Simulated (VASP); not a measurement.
# SiGe2 (P-3m1) in VASP: relaxation of cell and atoms with PBE

Aim: the relaxation of cell and atoms of SiGe2 with PBE.

Program: VASP 6.6.1. These are calculated values, not measurements. Logs are shortened: lines on timing, memory, paths and dates and some standing lists are left out, and cuts for length are marked.

## 1. The cell of the first run

Symmetry: P-3m1, No. 164, trigonal system. Conventional cell: a = 3.996 Å, b = 3.996 Å, c = 9.773 Å, α = 90.00°, β = 90.00°, γ = 120.00°. Within 3.2 Å of Si (site symmetry 3m) lie 4 Ge at 2.42 to 2.44 Å. Ge (site symmetry 3m) has 1 Si at 2.42 Å and 3 Ge at 2.46 Å within 3.2 Å. Ge (site symmetry 3m) has 3 Si at 2.44 Å and 1 Ge at 2.50 Å within 3.2 Å.

## 2. Relaxation of cell and atoms, PBE

Contents of INCAR:

```
SYSTEM = SiGe2
ALGO = Normal
EDIFF = 1E-7
EDIFFG = -0.01
ENCUT = 600
GGA = PE
IBRION = 2
ISIF = 3
ISMEAR = 0
LASPH = .TRUE.
LCHARG = .FALSE.
LREAL = .FALSE.
LWAVE = .FALSE.
NELM = 100
NSW = 100
PREC = Accurate
SIGMA = 0.02
```

Contents of KPOINTS:

```
k-points
0
G
  12 12 4
  0 0 0
```

Contents of POSCAR:

```
SiGe2
1.0
    3.9959057541      0.0000000000      0.0000000000
   -1.9979528770      3.4605558941      0.0000000000
    0.0000000000      0.0000000000      9.7733008948
Si Ge
2 4
Direct
    0.3333333333      0.6666666667      0.7914613280
    0.6666666667      0.3333333333      0.2085386720
    0.6666666667      0.3333333333      0.4559090965
    0.0000000000      0.0000000000      0.1276939080
    0.3333333333      0.6666666667      0.5440909035
    0.0000000000      0.0000000000      0.8723060920
```

Potentials or basis: VASP PAW PBE potentials, release 64 (Si, Ge_d).

Run with:

```sh
> cat potpaw_PBE.64/Si/POTCAR potpaw_PBE.64/Ge_d/POTCAR > POTCAR
> mpirun -np 1 vasp_std > vasp.out
```

OUTCAR:

```text
SYSTEM = SiGe2
   EDIFF = 1E-7
   EDIFFG = -0.01
   ENCUT = 600
   GGA = PE
   IBRION = 2
   ISIF = 3
   ISMEAR = 0
   LASPH = .TRUE.
   LREAL = .FALSE.
   NELM = 100
   NSW = 100
   PREC = Accurate

 ion  position               nearest neighbor table
   1  0.333  0.667  0.791-   5 2.42   6 2.44   6 2.44   6 2.44
   2  0.667  0.333  0.209-   3 2.42   4 2.44   4 2.44   4 2.44
   3  0.667  0.333  0.456-   2 2.42   5 2.46   5 2.46   5 2.46
   4  0.000  0.000  0.128-   2 2.44   2 2.44   2 2.44   6 2.50
   5  0.333  0.667  0.544-   1 2.42   3 2.46   3 2.46   3 2.46
   6  0.000  0.000  0.872-   1 2.44   1 2.44   1 2.44   4 2.50

  LATTYP: Found a hexagonal cell.
 ALAT       =     3.9959057541
 C/A-ratio  =     2.4458286797

  Lattice vectors:

 A1 = (   3.9959057541,   0.0000000000,   0.0000000000)
 A2 = (  -1.9979528770,   3.4605558941,   0.0000000000)
 A3 = (   0.0000000000,   0.0000000000,   9.7733008948)

Analysis of symmetry for initial positions (statically):
=====================================================================
 Subroutine PRICEL returns:
 Original cell was already a primitive cell.

 Routine SETGRP: Setting up the symmetry group for a
 hexagonal supercell.

 Subroutine GETGRP returns: Found 12 space group operations
 (whereof 12 operations were pure point group operations)
 out of a pool of 24 trial point group operations.

The static configuration has the point symmetry D_3d.

Analysis of symmetry for dynamics (positions and initial velocities):
=====================================================================
 Subroutine PRICEL returns:
 Original cell was already a primitive cell.

 Routine SETGRP: Setting up the symmetry group for a
 hexagonal supercell.

 Subroutine GETGRP returns: Found 12 space group operations
 (whereof 12 operations were pure point group operations)
 out of a pool of 24 trial point group operations.

The dynamic configuration has the point symmetry D_3d.

 Subroutine INISYM returns: Found 12 space group operations
 (whereof 12 operations are pure point group operations),
 and found     1 'primitive' translations

----------------------------------------------------------------------------------------

                                     Primitive cell

  volume of cell :     135.1457

  direct lattice vectors                    reciprocal lattice vectors
     3.995905754  0.000000000  0.000000000     0.250256153  0.144485457  0.000000000
    -1.997952877  3.460555894  0.000000000     0.000000000  0.288970914  0.000000000
     0.000000000  0.000000000  9.773300895     0.000000000  0.000000000  0.102319576

  length of vectors
     3.995905754  3.995905754  9.773300895     0.288970914  0.288970914  0.102319576

  position of ions in fractional coordinates (direct lattice)
     0.333333333  0.666666667  0.791461328
     0.666666667  0.333333333  0.208538672
     0.666666667  0.333333333  0.455909097
     0.000000000  0.000000000  0.127693908
     0.333333333  0.666666667  0.544090903
     0.000000000  0.000000000  0.872306092

  ion indices of the primitive-cell ions
   primitive index   ion index
                 1           1
                 2           2
                 3           3
                 4           4
                 5           5
                 6           6

----------------------------------------------------------------------------------------

 KPOINTS: k-points

Automatic generation of k-mesh.
 Grid dimensions read from file:
 generate k-points for:   12   12    4

 Generating k-lattice:

  Cartesian coordinates                     Fractional coordinates (reciprocal lattice)
     0.020854679  0.012040455  0.000000000     0.083333333  0.000000000  0.000000000
     0.000000000  0.024080910  0.000000000     0.000000000  0.083333333  0.000000000
     0.000000000  0.000000000  0.025579894     0.000000000  0.000000000  0.250000000

  Length of vectors
     0.024080910  0.024080910  0.025579894

  Shift w.r.t. Gamma in fractional coordinates (k-lattice)
     0.000000000  0.000000000  0.000000000

 Subroutine IBZKPT returns following result:
 ===========================================

 Found     69 irreducible k-points:

 Following reciprocal coordinates:
            Coordinates               Weight
  0.000000  0.000000  0.000000      1.000000
  0.083333  0.000000  0.000000      6.000000
  0.166667  0.000000  0.000000      6.000000
  0.250000 -0.000000  0.000000      6.000000
  0.333333  0.000000  0.000000      6.000000
  0.416667 -0.000000  0.000000      6.000000
[... 16 lines left out ...]
  0.166667  0.000000  0.250000      6.000000
  0.000000  0.166667  0.250000      6.000000
 [... further k-points ...]
   k-points           NKPTS =     69   k-points in BZ     NKDIM =     69   number of bands    NBANDS=     38
   number of dos      NEDOS =    301   number of ions     NIONS =      6
   total plane-waves  NPLWV =  81920
   dimension x,y,z NGX =    32 NGY =   32 NGZ =   80
   dimension x,y,z NGXF=    64 NGYF=   64 NGZF=  160
   ions per type =               2   4
   NGX,Y,Z   is equivalent  to a cutoff of  13.31, 13.31, 13.61 a.u.
   NGXF,Y,Z  is equivalent  to a cutoff of  26.63, 26.63, 27.22 a.u.
 SYSTEM =  SiGe2
   PREC   = accura    normal or accurate (medium, high low for compatibility)
   ISTART =      0    job   : 0-new  1-cont  2-samecut
   ICHARG =      2    charge: 1-file 2-atom 10-const
   ISPIN  =      1    spin polarized calculation?
   LNONCOLLINEAR =      F non collinear calculations
   LSORBIT =      F    spin-orbit coupling
   LASPH  =      T    aspherical Exc in radial PAW
   ENCUT  =  600.0 eV  44.10 Ry    6.64 a.u.   7.98  7.98 19.52*2*pi/ulx,y,z
   NELM   =    100;   NELMIN=  2; NELMDL= -5     # of ELM steps
   EDIFF  = 0.1E-06   stopping-criterion for ELM
   LREAL  =      F    real-space projection
   EDIFFG = -.1E-01   stopping-criterion for IOM
   NSW    =    100    number of steps for IOM
   IBRION =      2    ionic relax: 0-MD 1-quasi-New 2-CG
   NFREE  =      1    steps in history (QN), initial steepest desc. (CG)
   ISIF   =      3    stress and relaxation
   ISYM   =      2    0-nonsym 1-usesym 2-fastsym
   POTIM  = 0.5000    time-step for ionic-motion
   TEBEG  =    0.0;   TEEND  =   0.0 temperature during run
   PSTRESS=    0.0 pullay stress
   NELECT =      64.0000    total number of electrons
   NUPDOWN=      -1.0000    fix difference up-down
   EMIN   =  10.00;   EMAX   =-10.00  energy-range for DOS
   EFERMI =   0.00;   METHOD = LEGACY
   ISMEAR =     0;   SIGMA  =   0.02  broadening in eV -4-tet -1-fermi 0-gaus
   EFERMI_NEDOS =   21; number of points for ismear=-14 and -15
   IALGO  =     38    algorithm
   IMIX   =      4    mixing-type and parameters
     AMIX     =   0.40;   BMIX     =  1.00
     AMIX_MAG =   1.60;   BMIX_MAG =  1.00
  volume/ion in A,a.u.               =      22.52       152.00
  Fermi-wavevector in a.u.,A,eV,Ry     =   1.276049  2.411383 22.154382  1.628301
  Thomas-Fermi vector in A             =   2.408727
   LORBIT       =      0    0 simple, 1 ext, 2 COOP (PROOUT), +10 PAW based schemes
   GGA     = PE    functional components
   LHFCALC =     F    Hartree Fock is set to
   AEXX    =    0.0000 exact exchange contribution
   IVDW    =     0    specifies the selected vdW correction
   LEPSILON=     F    determine dielectric tensor
   LRPA    =     F    only Hartree local field effects (RPA)
 conjugate gradient relaxation of ions
 non-spin polarized calculation
 Gauss-broadening in eV      SIGMA  =   0.02
  energy-cutoff  :      600.00
  volume of cell :      135.15
 maximum number of plane-waves:      4548
   NGX = 15   NGY = 15   NGZ = 39

--------------------------------------- Ionic step        1  -------------------------------------------

 number of electron      64.0000006 magnetization

 Free energy of the ion-electron system (eV)
  ---------------------------------------------------
  ext. energy  EPLUGINS =         0.00000000
  ---------------------------------------------------
  free energy    TOTEN  =       -28.80236437 eV

  energy without entropy =      -28.80236437  energy(sigma->0) =      -28.80236437

------------------------ aborting loop because EDIFF is reached ----------------------------------------

  FORCE on cell =-STRESS in cart. coord.  units (eV):
  Direction    XX          YY          ZZ          XY          YZ          ZX
  --------------------------------------------------------------------------------------
  -------------------------------------------------------------------------------------
  Total       -0.0354456     -0.0354456      0.1664113     -0.0000000     -0.0000000      0.0000000
  in kB       -0.4202142     -0.4202142      1.9728367     -0.0000000     -0.0000000      0.0000000
  external PRESSURE =       0.3774694 kB  Pullay stress =       0.0000000 kB

 VOLUME and BASIS-vectors are now :
 -----------------------------------------------------------------------------
  energy-cutoff  :      600.00
  volume of cell :      135.15
      direct lattice vectors                 reciprocal lattice vectors
     3.995905754  0.000000000  0.000000000     0.250256153  0.144485457  0.000000000
    -1.997952877  3.460555894  0.000000000     0.000000000  0.288970914  0.000000000
     0.000000000  0.000000000  9.773300895     0.000000000  0.000000000  0.102319576
[... 41 lines left out ...]
 POSITION                                       TOTAL-FORCE (eV/Angst)
 -----------------------------------------------------------------------------------
     -0.00000      2.30638      7.74625        -0.000000      0.000000     -0.014008
      1.99738      1.15319      2.04013         0.000000     -0.000000      0.014008
      1.99738      1.15319      4.46212        -0.000000      0.000000     -0.018865
     -1.99738      3.45957      1.25004        -0.000000      0.000000     -0.015191
     -0.00000      2.30638      5.32425         0.000000     -0.000000      0.018865
      3.99477     -0.00000      8.53634         0.000000     -0.000000      0.015191
 -----------------------------------------------------------------------------------
    total drift:                                0.000000      0.000000      0.000000

  FREE ENERGIE OF THE ION-ELECTRON SYSTEM (eV)
  ---------------------------------------------------
  free  energy   TOTEN  =       -28.8024328986 eV

  energy  without entropy=      -28.8024328986  energy(sigma->0) =      -28.80243290

--------------------------------------- Ionic step        3  -------------------------------------------

 number of electron      64.0000006 magnetization

 Free energy of the ion-electron system (eV)
  ---------------------------------------------------
  ext. energy  EPLUGINS =         0.00000000
  ---------------------------------------------------
  free energy    TOTEN  =       -28.80245525 eV

  energy without entropy =      -28.80245525  energy(sigma->0) =      -28.80245525

 E-fermi :   5.0176     XC(G=0):  -9.6162

 val. band max:        4.9379236836   @ k =   0.0000   0.0000   0.0000
 cond. band min:       5.4146390704   @ k =   0.5000  -0.0000   0.5000
 fundamental gap:      0.4767153868
 Fermi energy:         5.0175766141

 k-point     1 :       0.0000    0.0000    0.0000
  band No.  band energies     occupation
      1     -19.6689      2.00000
      2     -19.6429      2.00000
      3     -19.6429      2.00000
      4     -19.5904      2.00000
      5     -19.5904      2.00000
      6     -19.5703      2.00000
[... 973 lines left out ...]
     37       8.5215      0.00000
     38       8.5473      0.00000

 [... further k-points ...]
[... 5 lines left out ...]
  --------------------------------------------------------------------------------------
  -------------------------------------------------------------------------------------
  Total       -0.0144921     -0.0144921      0.0073907     -0.0000000      0.0000000      0.0000000
  in kB       -0.1717194     -0.1717194      0.0875735     -0.0000000      0.0000000      0.0000000
  external PRESSURE =      -0.0852885 kB  Pullay stress =       0.0000000 kB

 VOLUME and BASIS-vectors are now :
 -----------------------------------------------------------------------------
  energy-cutoff  :      600.00
  volume of cell :      135.21
      direct lattice vectors                 reciprocal lattice vectors
     3.995149453 -0.000000000  0.000000000     0.250303527  0.144512809 -0.000000000
    -1.997574726  3.459900918 -0.000000000     0.000000000  0.289025618  0.000000000
     0.000000000 -0.000000000  9.781985320    -0.000000000  0.000000000  0.102228737

 POSITION                                       TOTAL-FORCE (eV/Angst)
 -----------------------------------------------------------------------------------
     -0.00000      2.30660      7.74253        -0.000000      0.000000     -0.004354
      1.99757      1.15330      2.03945         0.000000     -0.000000      0.004354
      1.99757      1.15330      4.45998        -0.000000      0.000000     -0.009252
      0.00000     -0.00000      1.24935        -0.000000      0.000000     -0.007421
     -0.00000      2.30660      5.32201         0.000000     -0.000000      0.009252
      0.00000     -0.00000      8.53264         0.000000     -0.000000      0.007421
 -----------------------------------------------------------------------------------
    total drift:                                0.000000     -0.000000     -0.000000

  FREE ENERGIE OF THE ION-ELECTRON SYSTEM (eV)
  ---------------------------------------------------
  free  energy   TOTEN  =       -28.8024552469 eV

  energy  without entropy=      -28.8024552469  energy(sigma->0) =      -28.80245525

 reached required accuracy - stopping structural energy minimisation
```

Wall time 17 min (1 thread of Oxide Virtual Turin-like, shared host); peak memory 0.48 GiB.

Results:

| Property | Result |
| --- | --- |
| Free energy | -28.8025 eV |
| Relaxed volume | 22.54 Å³/atom |
| Relaxed cell | a = 3.995 Å, b = 3.995 Å, c = 9.782 Å, α = 90.00°, β = 90.00°, γ = 120.00° |
| Space group after relaxing (to 0.1 Å) | P-3m1 (No. 164) |
| Energy gained by relaxing | 0.0 meV/atom |
| Ionic steps | 3 |
| Pressure after relaxing | 0.0 GPa |
| Largest force after relaxing | 0.009 eV/Å |
| Band gap on the k mesh | 0.48 eV (least direct gap 0.54 eV) |

Forces on the atoms (eV/Å):
```
Si   0.000  0.000 -0.004
Si   0.000  0.000  0.004
Ge   0.000  0.000 -0.009
Ge   0.000  0.000 -0.007
Ge   0.000  0.000  0.009
Ge   0.000  0.000  0.007
```

Final structure:
```
Si Ge
1.0
     3.99515    0.00000    0.00000
    -1.99757    3.45990    0.00000
     0.00000    0.00000    9.78199
Si Ge
2 4
Direct
  0.33333 0.66667 0.79151
  0.66667 0.33333 0.20849
  0.66667 0.33333 0.45594
  0.00000 0.00000 0.12772
  0.33333 0.66667 0.54406
  0.00000 0.00000 0.87228
```
